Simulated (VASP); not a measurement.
# SbP in VASP: further runs

Runs on SbP. Level: PBE. Tasks: single point.

Everything below comes from runs of VASP 6.6.1. Logs are shortened: lines on timing, memory, paths and dates and some standing lists are left out, and cuts for length are marked.

**1. The cell of the first run**

The cell holds a sheet with vacuum, 2 atoms: a = 3.675 Å, b = 3.675 Å, c = 16.000 Å, α = 90.00°, β = 90.00°, γ = 120.00°.

**2. Single point, PBE**

INCAR

```
SYSTEM = SbP
  ALGO = Normal
  DIPOL = 0.5 0.5 0.500
  EDIFF = 1E-6
  ENCUT = 520
  GGA = PE
  IDIPOL = 3
  ISIF = 2
  ISMEAR = 0
  LASPH = .True.
  LCHARG = .False.
  LDIPOL = .True.
  LREAL = .False.
  LWAVE = .False.
  NBANDS = 12
  NELM = 60
  PREC = Accurate
  SIGMA = 0.1
```

KPOINTS

```
k-points
0
Gamma
  6 6 1
  0 0 0
```

POSCAR

```
SbP
1.0
    3.6750257100      0.0000000000      0.0000000000
   -1.8375128500      3.1826662800      0.0000000000
    0.0000000000      0.0000000000     16.0000000000
Sb P
1 1
Direct
    0.6666666700      0.3333333300      0.5474515900
    0.3333333300      0.6666666700      0.4525484100
```

Potentials or basis: VASP PAW PBE potentials, release 64 (Sb, P).

Launch:

```bash
> cat potpaw_PBE.64/Sb/POTCAR potpaw_PBE.64/P/POTCAR > POTCAR
> mpirun -np 1 vasp_std > vasp.out
```

OUTCAR:

```text
SYSTEM = SbP
   EDIFF = 1E-6
   ENCUT = 520
   GGA = PE
   ISIF = 2
   ISMEAR = 0
   LASPH = .True.
   LREAL = .False.
   NELM = 60
   PREC = Accurate

 ion  position               nearest neighbor table
   1  0.667  0.333  0.547-   2 2.61   2 2.61   2 2.61
   2  0.333  0.667  0.453-   1 2.61   1 2.61   1 2.61

  LATTYP: Found a hexagonal cell.
 ALAT       =     3.6750257100
 C/A-ratio  =     4.3537110384

  Lattice vectors:

 A1 = (   3.6750257100,   0.0000000000,   0.0000000000)
 A2 = (  -1.8375128500,   3.1826662800,   0.0000000000)
 A3 = (   0.0000000000,   0.0000000000,  16.0000000000)

Analysis of symmetry for initial positions (statically):
=====================================================================
 Subroutine PRICEL returns:
 Original cell was already a primitive cell.

 Routine SETGRP: Setting up the symmetry group for a
 hexagonal supercell.

 Subroutine GETGRP returns: Found  6 space group operations
 (whereof  6 operations were pure point group operations)
 out of a pool of 24 trial point group operations.

The static configuration has the point symmetry C_3v.

Analysis of symmetry for dynamics (positions and initial velocities):
=====================================================================
 Subroutine PRICEL returns:
 Original cell was already a primitive cell.

 Routine SETGRP: Setting up the symmetry group for a
 hexagonal supercell.

 Subroutine GETGRP returns: Found  6 space group operations
 (whereof  6 operations were pure point group operations)
 out of a pool of 24 trial point group operations.

The dynamic configuration has the point symmetry C_3v.

 Subroutine INISYM returns: Found  6 space group operations
 (whereof  6 operations are pure point group operations),
 and found     1 'primitive' translations

----------------------------------------------------------------------------------------

                                     Primitive cell

  volume of cell :     187.1421

  direct lattice vectors                    reciprocal lattice vectors
     3.675025710  0.000000000  0.000000000     0.272106940  0.157100982  0.000000000
    -1.837512850  3.182666280  0.000000000     0.000000000  0.314201965  0.000000000
     0.000000000  0.000000000 16.000000000     0.000000000  0.000000000  0.062500000

  length of vectors
     3.675025710  3.675026275 16.000000000     0.314202014  0.314201965  0.062500000

  position of ions in fractional coordinates (direct lattice)
     0.666666670  0.333333330  0.547451590
     0.333333330  0.666666670  0.452548410

[... 74 lines left out ...]
   EFERMI_NEDOS =   21; number of points for ismear=-14 and -15
   IALGO  =     38    algorithm
   IMIX   =      4    mixing-type and parameters
     AMIX     =   0.40;   BMIX     =  1.00
     AMIX_MAG =   1.60;   BMIX_MAG =  1.00
  volume/ion in A,a.u.               =      93.57       631.45
  Fermi-wavevector in a.u.,A,eV,Ry     =   0.616620  1.165243  5.173212  0.380220
  Thomas-Fermi vector in A             =   1.674414
   LORBIT       =      0    0 simple, 1 ext, 2 COOP (PROOUT), +10 PAW based schemes
   GGA     = PE    functional components
   LHFCALC =     F    Hartree Fock is set to
   AEXX    =    0.0000 exact exchange contribution
   IVDW    =     0    specifies the selected vdW correction
   LEPSILON=     F    determine dielectric tensor
   LRPA    =     F    only Hartree local field effects (RPA)
 non-spin polarized calculation
 Gauss-broadening in eV      SIGMA  =   0.10
  energy-cutoff  :      520.00
  volume of cell :      187.14
 maximum number of plane-waves:      5058
 NGX is ok and might be reduce to    28
   NGX = 13   NGY = 13   NGZ = 59

 number of electron      10.0000000 magnetization

 dipolmoment           0.000000      0.000000     -0.052396 electrons x Angstroem

 Free energy of the ion-electron system (eV)
  ---------------------------------------------------
  ext. energy  EPLUGINS =         0.00000000
  ---------------------------------------------------
  free energy    TOTEN  =        -9.18011538 eV

  energy without entropy =       -9.18011538  energy(sigma->0) =       -9.18011538

 E-fermi :  -1.6493     XC(G=0):  -3.3621

 val. band max:       -2.1197518500   @ k =   0.0000   0.0000   0.0000
 cond. band min:      -0.7972528854   @ k =   0.3333   0.3333   0.0000
 fundamental gap:      1.3224989646
 Fermi energy:        -1.6492957953

 k-point     1 :       0.0000    0.0000    0.0000
  band No.  band energies     occupation
      1     -14.6703      2.00000
      2      -8.8936      2.00000
      3      -3.1359      2.00000
      4      -2.1198      2.00000
      5      -2.1198      2.00000
      6       0.2361      0.00000
      7       1.4256      0.00000
      8       1.4256      0.00000
      9       2.1725      0.00000
     10       2.8853      0.00000
     11       4.0068      0.00000
     12       4.8284      0.00000
[... 76 lines left out ...]
 k-point     7 :       0.3333    0.3333    0.0000
  band No.  band energies     occupation
      1     -11.4940      2.00000
      2     -10.6513      2.00000
      3      -6.3785      2.00000
      4      -4.3959      2.00000
      5      -3.9889      2.00000
      6      -0.7973      0.00000
      7       1.3450      0.00000
      8       2.2697      0.00000
      9       5.1152      0.00000
     10       5.8904      0.00000
     11       6.2868      0.00000
     12       6.4201      0.00000

------------------------ aborting loop because EDIFF is reached ----------------------------------------

 vacuum level on the upper side and lower side of the slab       (xc-potential included)        -0.406         0.295

  FORCE on cell =-STRESS in cart. coord.  units (eV):
  Direction    XX          YY          ZZ          XY          YZ          ZX
  --------------------------------------------------------------------------------------
  -------------------------------------------------------------------------------------
  Total        0.3486905      0.3486906     -1.1435463      0.0000000     -0.0000000      0.0000000
  in kB        2.9852397      2.9852409     -9.7902295      0.0000000     -0.0000000      0.0000000
  external PRESSURE =      -1.2732496 kB  Pullay stress =       0.0000000 kB

 VOLUME and BASIS-vectors are now :
 -----------------------------------------------------------------------------
  energy-cutoff  :      520.00
  volume of cell :      187.14
      direct lattice vectors                 reciprocal lattice vectors
     3.675025710  0.000000000  0.000000000     0.272106940  0.157100982  0.000000000
    -1.837512850  3.182666280  0.000000000     0.000000000  0.314201965  0.000000000
     0.000000000  0.000000000 16.000000000     0.000000000  0.000000000  0.062500000

 POSITION                                       TOTAL-FORCE (eV/Angst)
 -----------------------------------------------------------------------------------
      1.83751      1.06089      8.75923         0.000000      0.000000     -0.750664
     -0.00000      2.12178      7.24077         0.000000      0.000000      0.750664
 -----------------------------------------------------------------------------------
    total drift:                                0.000002      0.000001      0.000021

  FREE ENERGIE OF THE ION-ELECTRON SYSTEM (eV)
  ---------------------------------------------------
  free  energy   TOTEN  =        -9.1801153808 eV

  energy  without entropy=       -9.1801153808  energy(sigma->0) =       -9.18011538

 vacuum level on the upper side and lower side of the slab         2.557         3.365
```

OSZICAR:

```text
N       E                     dE             d eps       ncg     rms          rms(c)
DAV:   1     0.521218698470E+02    0.52122E+02   -0.30775E+03   168   0.576E+02
DAV:   2    -0.466626373301E+01   -0.56788E+02   -0.53942E+02   260   0.981E+01
DAV:   3    -0.931693013335E+01   -0.46507E+01   -0.46108E+01   232   0.344E+01
[... 13 lines left out ...]
DAV:  17    -0.918009251051E+01   -0.12915E-04   -0.49675E-07   204   0.320E-03    0.435E-03
DAV:  18    -0.918010838690E+01   -0.15876E-04   -0.77052E-07   188   0.281E-03    0.804E-04
DAV:  19    -0.918011230441E+01   -0.39175E-05   -0.15767E-07   204   0.124E-03    0.527E-04
DAV:  20    -0.918011495467E+01   -0.26503E-05   -0.15815E-07   192   0.111E-03    0.649E-04
DAV:  21    -0.918011538076E+01   -0.42609E-06   -0.16161E-08   168   0.440E-04
   1 F= -.91801154E+01 E0= -.91801154E+01  d E =-.765501E-12
```

stdout:

```text
POSCAR found type information on POSCAR SbP
 POSCAR found :  2 types and       2 ions
 scaLAPACK will be used
 LDA part: xc-table for (Slater+PW92), standard interpolation
 POSCAR, INCAR and KPOINTS ok, starting setup
 FFT: planning ... GRIDC
 FFT: planning ... GRID_SOFT
 FFT: planning ... GRID
 WAVECAR not read
 entering main loop
```

Wall time 28 s (1 thread of AMD EPYC 7R13 (Zen 3), shared host); peak memory 0.25 GiB.

Results:

| Item | Value |
| --- | --- |
| Free energy | -9.1801 eV |
| Largest force | 0.751 eV/Å |
| Band gap on the k mesh | 1.32 eV, indirect (least direct gap 2.30 eV) |

Forces in eV/Å, atoms in the order of the input:
```
Sb   0.000  0.000 -0.751
P    0.000  0.000  0.751
```

Levels at points of the mesh, in eV from the valence-band top:
```
           k point  band 2  band 3  band 4  band 5  band 6  band 7  band 8  band 9
(0.00, 0.00, 0.00)   -6.77   -1.02    0.00    0.00    2.36    3.55    3.55    4.29
(0.50, 0.00, 0.00)   -8.18   -3.43   -1.76   -1.74    1.65    2.65    4.05    5.40
```

Caveat: spin-orbit coupling is left out, which moves the levels of the heavy elements.

**3. Single point, PBE**

INCAR

```
PREC     = Accurate       # precision mode
ENCUT    = 520            # plane-wave cutoff, eV
EDIFF    = 1E-7           # SCF threshold, eV
ISMEAR   = 0              # smearing method
SIGMA    = 0.1            # smearing width, eV
LREAL    = False          # projectors in reciprocal space
LASPH    = True           # aspherical terms in the spheres
NELM     = 100            # most SCF steps
ALGO     = Normal         # electronic algorithm
ISIF     = 2              # what is computed and relaxed
LWAVE    = False          # write WAVECAR
LCHARG   = False          # write CHGCAR
LDIPOL   = True         
IDIPOL   = 3            
DIPOL    = 0.5 0.5 0.500
GGA      = PE             # functional
NBANDS   = 12             # bands
```

KPOINTS

```
Automatic mesh
0
Gamma
  6 6 1
```

POSCAR is that of step 2.

Potentials or basis: VASP PAW PBE potentials, release 64 (Sb, P).

Launch:

```bash
> cat potpaw_PBE.64/Sb/POTCAR potpaw_PBE.64/P/POTCAR > POTCAR
> mpirun -np 1 vasp_std > vasp.out
```

Wall time 33 s (1 thread of AMD EPYC 7R13 (Zen 3), shared host); peak memory 0.25 GiB.

It converged, with:

```
Free energy            : -9.1801 eV
Largest force          : 0.751 eV/Å
Band gap on the k mesh : 1.32 eV, indirect (least direct gap 2.30 eV)
```

Forces on the atoms (eV/Å):
```
Sb   0.000  0.000 -0.751
P    0.000  0.000  0.751
```

Levels at points of the mesh, in eV from the valence-band top:
```csv
k point,band 2,band 3,band 4,band 5,band 6,band 7,band 8,band 9
"(0.00, 0.00, 0.00)",-6.77,-1.02,0.00,0.00,2.36,3.55,3.55,4.29
"(0.50, 0.00, 0.00)",-8.18,-3.43,-1.76,-1.74,1.65,2.65,4.05,5.40
```

Caveat: spin-orbit coupling is left out, which moves the levels of the heavy elements.

**4. Single point, PBE**

This run uses another cell than the first one, of 161.97 Å³/atom, 1.731 times its volume.

INCAR

```
PREC = Accurate ; ENCUT = 520
EDIFF = 1E-7 ; ISMEAR = 0
SIGMA = 0.1 ; LREAL = False
LASPH = True ; NELM = 80
ALGO = Normal ; ISIF = 2
LWAVE = False ; LCHARG = False
LDIPOL = True ; IDIPOL = 3
DIPOL = 0.5 0.5 0.298 ; GGA = PE
NBANDS = 12
```

KPOINTS

```
regular mesh
0
Gamma
  6 6 1
```

POSCAR

```
SbP
1.0
    3.7334054037     -0.0000000029      0.0000000000
   -1.8667026993      3.2332239237      0.0000000000
    0.0000000000      0.0000000000     26.8369017600
Sb P
1 1
Direct
    0.6666666667      0.3333333333      0.3247249229
    0.3333333333      0.6666666667      0.2714690843
```

Potentials or basis: VASP PAW PBE potentials, release 64 (Sb, P).

Launch:

```bash
> cat potpaw_PBE.64/Sb/POTCAR potpaw_PBE.64/P/POTCAR > POTCAR
> mpirun -np 1 vasp_std > vasp.out
```

OUTCAR:

```text
PREC = Accurate
   ENCUT = 520
   EDIFF = 1E-7
   ISMEAR = 0
   LREAL = False
   LASPH = True
   NELM = 80
   ISIF = 2
   GGA = PE

 ion  position               nearest neighbor table
   1  0.667  0.333  0.325-   2 2.59   2 2.59   2 2.59
   2  0.333  0.667  0.271-   1 2.59   1 2.59   1 2.59

  LATTYP: Found a hexagonal cell.
 ALAT       =     3.7334054037
 C/A-ratio  =     7.1883170613

  Lattice vectors:

 A1 = (   3.7334054037,  -0.0000000029,   0.0000000000)
 A2 = (  -1.8667026993,   3.2332239237,   0.0000000000)
 A3 = (   0.0000000000,   0.0000000000,  26.8369017600)

Analysis of symmetry for initial positions (statically):
=====================================================================
 Subroutine PRICEL returns:
 Original cell was already a primitive cell.

 Routine SETGRP: Setting up the symmetry group for a
 hexagonal supercell.

 Subroutine GETGRP returns: Found  6 space group operations
 (whereof  6 operations were pure point group operations)
 out of a pool of 24 trial point group operations.

The static configuration has the point symmetry C_3v.

Analysis of symmetry for dynamics (positions and initial velocities):
[... 166 lines left out ...]
     12       2.2826      0.00000
[... 76 lines left out ...]
 k-point     7 :       0.3333    0.3333    0.0000
  band No.  band energies     occupation
      1     -13.0161      2.00000
      2     -12.1828      2.00000
      3      -7.8670      2.00000
      4      -5.6369      2.00000
      5      -5.2510      2.00000
      6      -1.8627      0.00000
      7       0.2820      0.00000
      8       1.1055      0.00000
      9       3.8365      0.00000
     10       4.1093      0.00000
     11       4.6163      0.00000
     12       4.9538      0.00000

------------------------ aborting loop because EDIFF is reached ----------------------------------------

 vacuum level on the upper side and lower side of the slab       (xc-potential included)        -0.389         0.363

  FORCE on cell =-STRESS in cart. coord.  units (eV):
  Direction    XX          YY          ZZ          XY          YZ          ZX
  --------------------------------------------------------------------------------------
  -------------------------------------------------------------------------------------
  Total        0.0954590      0.0954590      0.1053119      0.0000000     -0.0000000     -0.0000000
  in kB        0.4721217      0.4721217      0.5208522      0.0000000     -0.0000000     -0.0000000
  external PRESSURE =       0.4883652 kB  Pullay stress =       0.0000000 kB

 VOLUME and BASIS-vectors are now :
 -----------------------------------------------------------------------------
  energy-cutoff  :      520.00
  volume of cell :      323.95
      direct lattice vectors                 reciprocal lattice vectors
     3.733405404 -0.000000003  0.000000000     0.267851972  0.154644408  0.000000000
    -1.866702699  3.233223924  0.000000000     0.000000000  0.309288816  0.000000000
     0.000000000  0.000000000 26.836901760     0.000000000  0.000000000  0.037262125

 POSITION                                       TOTAL-FORCE (eV/Angst)
 -----------------------------------------------------------------------------------
      1.86670      1.07774      8.71461         0.000000     -0.000000      0.076536
      0.00000      2.15548      7.28539        -0.000000      0.000000     -0.076536
 -----------------------------------------------------------------------------------
    total drift:                               -0.000000      0.000000      0.000141

  FREE ENERGIE OF THE ION-ELECTRON SYSTEM (eV)
  ---------------------------------------------------
  free  energy   TOTEN  =        -9.2170055714 eV

  energy  without entropy=       -9.2170055714  energy(sigma->0) =       -9.21700557

 vacuum level on the upper side and lower side of the slab         1.332         2.104
```

It took 66 s on 1 thread of AMD EPYC 7R13 (Zen 3), shared host; peak memory 0.36 GiB.

Results:

- Free energy: -9.2170 eV
- Largest force: 0.077 eV/Å
- Band gap on the k mesh: 1.76 eV, indirect (least direct gap 2.17 eV)

Forces on the atoms (eV/Å):
```
Sb   0.000  0.000  0.077
P    0.000  0.000 -0.077
```

Levels at points of the mesh, in eV from the valence-band top:
```
           k point  band 3  band 4  band 5  band 6  band 7  band 8
(0.00, 0.00, 0.00)   -0.28    0.00    0.00    2.32    3.70    3.70
(0.50, 0.00, 0.00)   -2.89   -1.67   -1.18    1.95    3.27    4.55
```

Caveat: spin-orbit coupling is left out, which moves the levels of the heavy elements.

**5. Single point, PBE**

This run uses another cell than the first one, of 161.97 Å³/atom, 1.731 times its volume.

INCAR

```
SYSTEM = SbP
ALGO     = Normal         ! electronic algorithm
DIPOL    = 0.5 0.5 0.298
EDIFF    = 1E-6           ! SCF threshold, eV
ENCUT    = 520            ! plane-wave cutoff, eV
GGA      = PE             ! functional
IDIPOL   = 3            
ISIF     = 2              ! what is computed and relaxed
ISMEAR   = 0              ! smearing method
LASPH    = .TRUE.         ! aspherical terms in the spheres
LCHARG   = .FALSE.        ! write CHGCAR
LDIPOL   = .TRUE.       
LREAL    = .FALSE.        ! projectors in reciprocal space
LWAVE    = .FALSE.        ! write WAVECAR
NBANDS   = 12             ! bands
NELM     = 100            ! most SCF steps
PREC     = Accurate       ! precision mode
SIGMA    = 0.02           ! smearing width, eV
```

KPOINTS

```
k-points
0
G
  12 12 1
  0 0 0
```

POSCAR

```
SbP
1.0
    3.7334153493     -0.0000000029      0.0000000000
   -1.8667076721      3.2332325368      0.0000000000
    0.0000000000      0.0000000000     26.8369017600
Sb P
1 1
Direct
    0.6666666667      0.3333333333      0.3248009277
    0.3333333333      0.6666666667      0.2713930795
```

Launch:

```bash
> cat potpaw_PBE.64/Sb/POTCAR potpaw_PBE.64/P/POTCAR > POTCAR
> mpirun -np 1 vasp_std > vasp.out
```

It took 94 s on 1 thread of AMD EPYC 7R13 (Zen 3), shared host; peak memory 0.39 GiB.

The run converged. Its results:

```
Free energy            : -9.2338 eV
Largest force          : 0.049 eV/Å
Band gap on the k mesh : 1.75 eV, indirect (least direct gap 2.09 eV)
```

Forces on the atoms (eV/Å):
```
Sb   0.000  0.000  0.049
P    0.000  0.000 -0.049
```

Levels at points of the mesh, in eV from the valence-band top:
```
           k point  band 3  band 4  band 5  band 6  band 7  band 8
(0.00, 0.00, 0.00)   -0.30    0.00    0.00    2.32    3.69    3.69
(0.50, 0.00, 0.00)   -2.90   -1.67   -1.19    1.95    3.25    4.53
```

Caveat: spin-orbit coupling is left out, which moves the levels of the heavy elements.

(Part 1 of 2 ends here.)
